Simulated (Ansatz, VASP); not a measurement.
# One calculation of GaSe, two programs

Contents of INCAR:

```
SYSTEM = GaSe
ALGO     = Normal         ! electronic algorithm
EDIFF    = 1E-7           ! SCF threshold, eV
EDIFFG   = -0.05          ! ionic threshold
ENCUT    = 500            ! plane-wave cutoff, eV
GGA      = PE             ! functional
GGA_COMPAT= .False.      
IBRION   = 2              ! ionic algorithm
ISIF     = 3              ! what is computed and relaxed
ISMEAR   = 0              ! smearing method
IVDW     = 12             ! dispersion correction
LASPH    = .True.         ! aspherical terms in the spheres
LCHARG   = .False.        ! write CHGCAR
LREAL    = .False.        ! projectors in reciprocal space
LWAVE    = .False.        ! write WAVECAR
NELM     = 120            ! most SCF steps
NELMIN   = 4            
NSW      = 100            ! ionic steps
PREC     = Accurate       ! precision mode
SIGMA    = 0.1            ! smearing width, eV
```

File KPOINTS:

```
k-points
0
Gamma
  6 6 2
  0 0 0
```

POSCAR

```
GaSe
1.0
    3.7420012726      0.0000000000      0.0000000000
   -1.8710006363      3.2406681631      0.0000000000
    0.0000000000      0.0000000000     15.9190000000
Ga Se
4 4
Direct
    0.3333333333      0.6666666667      0.1770000000
    0.6666666667      0.3333333333      0.6770000000
    0.3333333333      0.6666666667      0.3230000000
    0.6666666667      0.3333333333      0.8230000000
    0.3333333333      0.6666666667      0.6000000000
    0.6666666667      0.3333333333      0.1000000000
    0.3333333333      0.6666666667      0.9000000000
    0.6666666667      0.3333333333      0.4000000000
```

Input for Ansatz:

```yaml
crystal:
  lattice:
    - [3.7420012726, 0.0, 0.0]
    - [-1.8710006363, 3.2406681631, 0.0]
    - [0.0, 0.0, 15.919]
  atoms:
    - { symbol: Ga, position: [0.3333333333, 0.6666666667, 0.177] }
    - { symbol: Ga, position: [0.6666666667, 0.3333333333, 0.677] }
    - { symbol: Ga, position: [0.3333333333, 0.6666666667, 0.323] }
    - { symbol: Ga, position: [0.6666666667, 0.3333333333, 0.823] }
    - { symbol: Se, position: [0.3333333333, 0.6666666667, 0.6] }
    - { symbol: Se, position: [0.6666666667, 0.3333333333, 0.1] }
    - { symbol: Se, position: [0.3333333333, 0.6666666667, 0.9] }
    - { symbol: Se, position: [0.6666666667, 0.3333333333, 0.4] }
basis:
  ecutwfc: 420
kpoints:
  mp_grid: { grid: [6, 6, 2] }
hamiltonian:
  xc: pbe
  dispersion: d3bj
scf:
  occupations: { method: gaussian, width: 0.1 }
output:
  forces: true
  stress: true
  eigenvalues: true
relax:
  adjacent_minimum: "off"
  f_tol: 0.05
  max_steps: 80
  cell: { stress_tol: 0.5 }
```

Alike in both runs: task relaxation of cell and atoms; functional PBE; dispersion D3(BJ); k mesh 6 × 6 × 2; occupations gaussian, width 0.1 eV; no spin polarisation.

|  | VASP | Ansatz |
| --- | --- | --- |
| version | VASP 6.6.1 | Ansatz 0.2.0 |
| potentials or method | VASP PAW PBE potentials, release 64 (Ga_d, Se), cutoff 500 eV | scalar-relativistic, plane waves, PAW |
| valence electrons in the cell | 76 | 116 |

|  | VASP | Ansatz | Ansatz less VASP |
| --- | --- | --- | --- |
| gap on the k mesh at the Fermi level, each at its own relaxed structure (eV) | 0.88 | 0.84 | -0.046 |
| relaxed volume (Å³/atom) | 24.77 | 24.55 | -0.222 |
| relaxed cell length with the largest relative difference (Å) | 16.077 | 15.935 | -0.1413 |

VASP's potentials hold 76 valence electrons a cell and Ansatz's 116, so a difference there can come from the potentials and not from the codes.
